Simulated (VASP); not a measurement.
# Au (Fm-3m) in VASP: further runs

Au is run at these levels: r2SCAN; tasks: single point.

Program: VASP 6.6.1. These are calculated values, not measurements. Logs are shortened: lines on timing, memory, paths and dates and some standing lists are left out, and cuts for length are marked.

### Step 1. The cell of the first run

The structure is cubic, space group Fm-3m (No. 225). Conventional cell: a = 4.124 Å, b = 4.124 Å, c = 4.124 Å, α = 90.00°, β = 90.00°, γ = 90.00°. Within 3.8 Å of Au (site symmetry m-3m) lie 12 Au at 2.92 Å.

### Step 2. Single point, r2SCAN

Input file POSCAR:

```
Au
1.0
    0.0000000000      2.0617793868      2.0617793868
    2.0617793868      0.0000000000      2.0617793868
    2.0617793868      2.0617793868      0.0000000000
Au
1
Direct
    0.0000000000      0.0000000000      0.0000000000
```

Input file INCAR.step1:

```
PREC = Accurate ; ENCUT = 520
ISMEAR = -1 ; SIGMA = 0.05
LREAL = False ; LASPH = True
NELM = 60 ; NBANDS = 12
GGA = PE ; ALGO = Normal
EDIFF = 1E-4 ; LWAVE = True
LCHARG = False
```

Input file INCAR.step2:

```
PREC = Accurate ; ENCUT = 520
EDIFF = 1E-7 ; ISMEAR = -1
SIGMA = 0.05 ; LREAL = False
LASPH = True ; NELM = 60
ALGO = Normal ; ISIF = 2
LWAVE = False ; LCHARG = False
METAGGA = R2SCAN ; LMIXTAU = True
NBANDS = 12 ; ISTART = 1
```

Input file KPOINTS:

```
regular mesh
0
Gamma
  11 11 11
```

Potentials or basis: VASP PAW PBE potentials, release 64 (Au).

Started as:

```console
$ cat potpaw_PBE.64/Au/POTCAR > POTCAR
$ cp INCAR.step1 INCAR
$ mpirun -np 1 vasp_std > vasp.out
$ cp INCAR.step2 INCAR
$ mpirun -np 1 vasp_std > vasp.out
```

OUTCAR:

```text
PREC = Accurate
   ENCUT = 520
   EDIFF = 1E-7
   ISMEAR = -1
   LREAL = False
   LASPH = True
   NELM = 60
   ISIF = 2
   METAGGA = R2SCAN
   ISTART = 1

 ion  position               nearest neighbor table
   1  0.000  0.000  0.000-

  LATTYP: Found a face centered cubic cell.
 ALAT       =     4.1235587736

  Lattice vectors:

 A1 = (   0.0000000000,   2.0617793868,   2.0617793868)
 A2 = (   2.0617793868,   0.0000000000,   2.0617793868)
 A3 = (   2.0617793868,   2.0617793868,   0.0000000000)

Analysis of symmetry for initial positions (statically):
=====================================================================
 Subroutine PRICEL returns:
 Original cell was already a primitive cell.

 Routine SETGRP: Setting up the symmetry group for a
 face centered cubic supercell.

 Subroutine GETGRP returns: Found 48 space group operations
 (whereof 48 operations were pure point group operations)
 out of a pool of 48 trial point group operations.

The static configuration has the point symmetry O_h .

Analysis of symmetry for dynamics (positions and initial velocities):
=====================================================================
 Subroutine PRICEL returns:
 Original cell was already a primitive cell.

 Routine SETGRP: Setting up the symmetry group for a
 face centered cubic supercell.

 Subroutine GETGRP returns: Found 48 space group operations
 (whereof 48 operations were pure point group operations)
 out of a pool of 48 trial point group operations.

The dynamic configuration has the point symmetry O_h .

 Subroutine INISYM returns: Found 48 space group operations
 (whereof 48 operations are pure point group operations),
 and found     1 'primitive' translations

----------------------------------------------------------------------------------------

                                     Primitive cell

  volume of cell :      17.5290

  direct lattice vectors                    reciprocal lattice vectors
     0.000000000  2.061779387  2.061779387    -0.242508972  0.242508972  0.242508972
     2.061779387  0.000000000  2.061779387     0.242508972 -0.242508972  0.242508972
     2.061779387  2.061779387  0.000000000     0.242508972  0.242508972 -0.242508972

  length of vectors
     2.915796371  2.915796371  2.915796371     0.420037861  0.420037861  0.420037861

  position of ions in fractional coordinates (direct lattice)
     0.000000000  0.000000000  0.000000000

  ion indices of the primitive-cell ions
   primitive index   ion index
                 1           1

----------------------------------------------------------------------------------------

 KPOINTS: regular mesh

Automatic generation of k-mesh.
 Grid dimensions read from file:
 generate k-points for:   11   11   11

 Generating k-lattice:

  Cartesian coordinates                     Fractional coordinates (reciprocal lattice)
    -0.022046270  0.022046270  0.022046270     0.090909091  0.000000000  0.000000000
     0.022046270 -0.022046270  0.022046270     0.000000000  0.090909091  0.000000000
     0.022046270  0.022046270 -0.022046270     0.000000000  0.000000000  0.090909091

  Length of vectors
     0.038185260  0.038185260  0.038185260

  Shift w.r.t. Gamma in fractional coordinates (k-lattice)
     0.000000000  0.000000000  0.000000000

 Subroutine IBZKPT returns following result:
 ===========================================

 Found     56 irreducible k-points:

 Following reciprocal coordinates:
            Coordinates               Weight
  0.000000  0.000000  0.000000      1.000000
  0.090909  0.000000  0.000000      8.000000
  0.181818  0.000000  0.000000      8.000000
  0.272727  0.000000  0.000000      8.000000
  0.363636  0.000000  0.000000      8.000000
  0.454545  0.000000  0.000000      8.000000
[... 16 lines left out ...]
 -0.272727  0.181818  0.000000     24.000000
 -0.181818  0.181818  0.000000     12.000000
 [... further k-points ...]
   k-points           NKPTS =     56   k-points in BZ     NKDIM =     56   number of bands    NBANDS=     12
   number of dos      NEDOS =    301   number of ions     NIONS =      1
   total plane-waves  NPLWV =  13824
   dimension x,y,z NGX =    24 NGY =   24 NGZ =   24
   dimension x,y,z NGXF=    48 NGYF=   48 NGZF=   48
   ions per type =               1
   NGX,Y,Z   is equivalent  to a cutoff of  13.68, 13.68, 13.68 a.u.
   NGXF,Y,Z  is equivalent  to a cutoff of  27.37, 27.37, 27.37 a.u.
 SYSTEM =  unknown system
   PREC   = accura    normal or accurate (medium, high low for compatibility)
   ISTART =      1    job   : 0-new  1-cont  2-samecut
   ICHARG =      0    charge: 1-file 2-atom 10-const
   ISPIN  =      1    spin polarized calculation?
   LNONCOLLINEAR =      F non collinear calculations
   LSORBIT =      F    spin-orbit coupling
   LASPH  =      T    aspherical Exc in radial PAW
   ENCUT  =  520.0 eV  38.22 Ry    6.18 a.u.   5.42  5.42  5.42*2*pi/ulx,y,z
   NELM   =     60;   NELMIN=  2; NELMDL=  0     # of ELM steps
   EDIFF  = 0.1E-06   stopping-criterion for ELM
   LREAL  =      F    real-space projection
   EDIFFG = 0.1E-05   stopping-criterion for IOM
   NSW    =      0    number of steps for IOM
   IBRION =     -1    ionic relax: 0-MD 1-quasi-New 2-CG
   NFREE  =      0    steps in history (QN), initial steepest desc. (CG)
   ISIF   =      2    stress and relaxation
   ISYM   =      2    0-nonsym 1-usesym 2-fastsym
   POTIM  = 0.5000    time-step for ionic-motion
   TEBEG  =    0.0;   TEEND  =   0.0 temperature during run
   PSTRESS=    0.0 pullay stress
   NELECT =      11.0000    total number of electrons
   NUPDOWN=      -1.0000    fix difference up-down
   EMIN   =  10.00;   EMAX   =-10.00  energy-range for DOS
   EFERMI =   0.00;   METHOD = LEGACY
   ISMEAR =    -1;   SIGMA  =   0.05  broadening in eV -4-tet -1-fermi 0-gaus
   EFERMI_NEDOS =   21; number of points for ismear=-14 and -15
   IALGO  =     38    algorithm
   IMIX   =      4    mixing-type and parameters
     AMIX     =   0.40;   BMIX     =  1.00
     AMIX_MAG =   1.60;   BMIX_MAG =  1.00
  volume/ion in A,a.u.               =      17.53       118.29
  Fermi-wavevector in a.u.,A,eV,Ry     =   1.401587  2.648616 26.727929  1.964447
  Thomas-Fermi vector in A             =   2.524434
   LORBIT       =      0    0 simple, 1 ext, 2 COOP (PROOUT), +10 PAW based schemes
   METAGGA = R2SCAN    functional components
   LHFCALC =     F    Hartree Fock is set to
   AEXX    =    0.0000 exact exchange contribution
   IVDW    =     0    specifies the selected vdW correction
   LEPSILON=     F    determine dielectric tensor
   LRPA    =     F    only Hartree local field effects (RPA)
 non-spin polarized calculation
  energy-cutoff  :      520.00
  volume of cell :       17.53
 maximum number of plane-waves:       495
 NGX is ok and might be reduce to    24
   NGX = 11   NGY = 11   NGZ = 11

 number of electron      11.0000001 magnetization

 Free energy of the ion-electron system (eV)
  ---------------------------------------------------
  ext. energy  EPLUGINS =         0.00000000
  ---------------------------------------------------
  free energy    TOTEN  =       -50.60517968 eV

  energy without entropy =      -50.60460594  energy(sigma->0) =      -50.60489281

 E-fermi :   9.0047     XC(G=0): -13.4301

 val. band max:        8.8064909622   @ k =   0.4545   0.3636   0.0000
 cond. band min:       9.1718918137   @ k =  -0.4545   0.0909   0.0000
 fundamental gap:      0.3654008514
 Fermi energy:         9.0046848710

 k-point     1 :       0.0000    0.0000    0.0000
  band No.  band energies     occupation
      1      -0.9224      2.00000
      2       4.0688      2.00000
      3       4.0688      2.00000
      4       4.0688      2.00000
      5       5.5254      2.00000
      6       5.5254      2.00000
      7      24.2123      0.00000
      8      28.1393      0.00000
      9      28.1393      0.00000
     10      28.1393      0.00000
     11      33.3251      0.00000
     12      37.4746      0.00000

 k-point     2 :       0.0909    0.0000    0.0000
  band No.  band energies     occupation
      1      -0.6334      2.00000
      2       3.9847      2.00000
      3       4.1625      2.00000
      4       4.1625      2.00000
      5       5.4881      2.00000
      6       5.4881      2.00000
      7      24.4974      0.00000
      8      26.4753      0.00000
      9      28.4516      0.00000
     10      28.4516      0.00000
     11      33.8574      0.00000
     12      36.0073      0.00000

 k-point     3 :       0.1818    0.0000    0.0000
  band No.  band energies     occupation
      1       0.1565      2.00000
      2       3.8586      2.00000
      3       4.3300      2.00000
      4       4.3300      2.00000
      5       5.4983      2.00000
      6       5.4983      2.00000
      7      23.0594      0.00000
      8      25.3538      0.00000
      9      29.1691      0.00000
     10      29.1691      0.00000
     11      31.7159      0.00000
     12      33.7776      0.00000

 k-point     4 :       0.2727    0.0000    0.0000
  band No.  band energies     occupation
      1       1.0774      2.00000
      2       4.1557      2.00000
      3       4.3135      2.00000
      4       4.3135      2.00000
      5       5.8093      2.00000
      6       5.8093      2.00000
      7      19.4505      0.00000
      8      25.1099      0.00000
      9      29.1230      0.00000
     10      29.1230      0.00000
     11      31.6695      0.00000
     12      32.6576      0.00000

 k-point     5 :       0.3636    0.0000    0.0000
  band No.  band energies     occupation
      1       1.4911      2.00000
      2       4.1577      2.00000
      3       4.1577      2.00000
      4       5.5549      2.00000
      5       6.3075      2.00000
      6       6.3075      2.00000
      7      15.7310      0.00000
      8      24.2955      0.00000
      9      27.7238      0.00000
     10      27.7238      0.00000
     11      33.4363      0.00000
     12      33.4366      0.00000
[... 228 lines left out ...]
      1       2.2333      2.00000
      2       3.6296      2.00000
      3       4.6402      2.00000
      4       4.8669      2.00000
      5       6.6671      2.00000
      6      10.8259      0.00000
      7      11.9885      0.00000
      8      21.9952      0.00000
      9      24.7244      0.00000
     10      25.3789      0.00000
     11      34.9592      0.00000
     12      35.0136      0.00000

 k-point    22 :      -0.3636    0.1818    0.0000
  band No.  band energies     occupation
      1       2.3223      2.00000
      2       3.7055      2.00000
      3       4.6196      2.00000
      4       4.7420      2.00000
      5       6.2022      2.00000
      6       9.3316      0.00289
      7      14.1658      0.00000
      8      21.3468      0.00000
      9      25.4289      0.00000
     10      26.3316      0.00000
     11      33.2222      0.00000
     12      34.9994      0.00000

 k-point    23 :      -0.2727    0.1818    0.0000
  band No.  band energies     occupation
      1       2.3173      2.00000
      2       3.7316      2.00000
      3       4.1309      2.00000
      4       4.7262      2.00000
      5       5.5513      2.00000
      6       7.8193      2.00000
      7      17.5501      0.00000
      8      21.4360      0.00000
      9      26.0776      0.00000
     10      28.6675      0.00000
     11      30.8930      0.00000
     12      35.0167      0.00000

 k-point    24 :      -0.1818    0.1818    0.0000
  band No.  band energies     occupation
      1       1.6541      2.00000
      2       3.4925      2.00000
      3       4.2827      2.00000
      4       4.9265      2.00000
      5       4.9488      2.00000
      6       6.7485      2.00000
      7      20.6221      0.00000
      8      22.5142      0.00000
      9      27.3262      0.00000
     10      28.8935      0.00000
     11      31.2175      0.00000
     12      33.9964      0.00000

 [... further k-points ...]
[... 5 lines left out ...]
  --------------------------------------------------------------------------------------
  -------------------------------------------------------------------------------------
  Total        0.0264518      0.0264518      0.0264518      0.0000000     -0.0000000      0.0000000
  in kB        2.4177414      2.4177414      2.4177414      0.0000000     -0.0000000      0.0000000
  external PRESSURE =       2.4177414 kB  Pullay stress =       0.0000000 kB

 VOLUME and BASIS-vectors are now :
 -----------------------------------------------------------------------------
  energy-cutoff  :      520.00
  volume of cell :       17.53
      direct lattice vectors                 reciprocal lattice vectors
     0.000000000  2.061779387  2.061779387    -0.242508972  0.242508972  0.242508972
     2.061779387  0.000000000  2.061779387     0.242508972 -0.242508972  0.242508972
     2.061779387  2.061779387  0.000000000     0.242508972  0.242508972 -0.242508972

 POSITION                                       TOTAL-FORCE (eV/Angst)
 -----------------------------------------------------------------------------------
      0.00000      0.00000      0.00000         0.000000      0.000000      0.000000
 -----------------------------------------------------------------------------------
    total drift:                               -0.000000      0.000000     -0.000000

  FREE ENERGIE OF THE ION-ELECTRON SYSTEM (eV)
  ---------------------------------------------------
  free  energy   TOTEN  =       -50.6051796780 eV

  energy  without entropy=      -50.6046059379  energy(sigma->0) =      -50.60489281
```

Wall time 36 s (1 thread of Intel Xeon Platinum 8488C (Sapphire Rapids), shared host); peak memory 0.15 GiB.

What came out:

* Free energy: -50.6052 eV
* Pressure: 0.2 GPa
* Band gap on the k mesh: zero (an odd number of electrons rules out a gap without spin polarisation)

Caveat: the PAW data sets were made with another functional, which shifts forces and pressure a little; spin-orbit coupling is left out, which moves the levels of the heavy elements.

### Step 3. Single point, r2SCAN

This run uses another cell than the first one, of 17.87 Å³/atom.

Input file POSCAR:

```
Au
1.0
    0.0000000000      2.0749120936      2.0749120936
    2.0749120936      0.0000000000      2.0749120936
    2.0749120936      2.0749120936      0.0000000000
Au
1
Direct
    0.0000000000      0.0000000000      0.0000000000
```

Input file INCAR.step1:

```
SYSTEM = Au
PREC = Accurate
ENCUT = 520
ISMEAR = -1
SIGMA = 0.05
LREAL = .FALSE.
LASPH = .TRUE.
NELM = 60
NBANDS = 12
GGA = PE
ALGO = Normal
EDIFF = 1E-4
LWAVE = .TRUE.
LCHARG = .FALSE.
```

Input file INCAR.step2:

```
SYSTEM = Au
PREC = Accurate
ENCUT = 520
EDIFF = 1E-7
ISMEAR = -1
SIGMA = 0.05
LREAL = .FALSE.
LASPH = .TRUE.
NELM = 60
ALGO = Normal
ISIF = 2
LWAVE = .FALSE.
LCHARG = .TRUE.
METAGGA = R2SCAN
LMIXTAU = .TRUE.
LELF = .TRUE.
LVHAR = .TRUE.
NBANDS = 12
ISTART = 1
```

Input file KPOINTS:

```
Automatic mesh
0
G
  11 11 11
  0 0 0
```

Potentials or basis: VASP PAW PBE potentials, release 64 (Au).

Started as:

```console
$ cat potpaw_PBE.64/Au/POTCAR > POTCAR
$ cp INCAR.step1 INCAR
$ mpirun -np 1 vasp_std > vasp.out
$ cp INCAR.step2 INCAR
$ mpirun -np 1 vasp_std > vasp.out
```

Wall time 37 s (1 thread of Intel Xeon Platinum 8488C (Sapphire Rapids), shared host); peak memory 0.15 GiB.

The run converged. Its results:

```yaml
Free_energy: -50.6028 eV
Pressure: -2.6 GPa
Band_gap_on_the_k_mesh: zero (an odd number of electrons rules out a gap without spin polarisation)
```

Levels at points of the mesh, in eV from the Fermi level:
```tsv
k point	band 3	band 4	band 5	band 6	band 7	band 8	band 9	band 10
(0.00, 0.00, 0.00)	-4.85	-4.85	-3.44	-3.44	15.21	19.02	19.02	19.02
```

Caveat: the PAW data sets were made with another functional, which shifts forces and pressure a little; spin-orbit coupling is left out, which moves the levels of the heavy elements.

The gap in the log of VASP goes by the Fermi energy; the results here count the filled bands.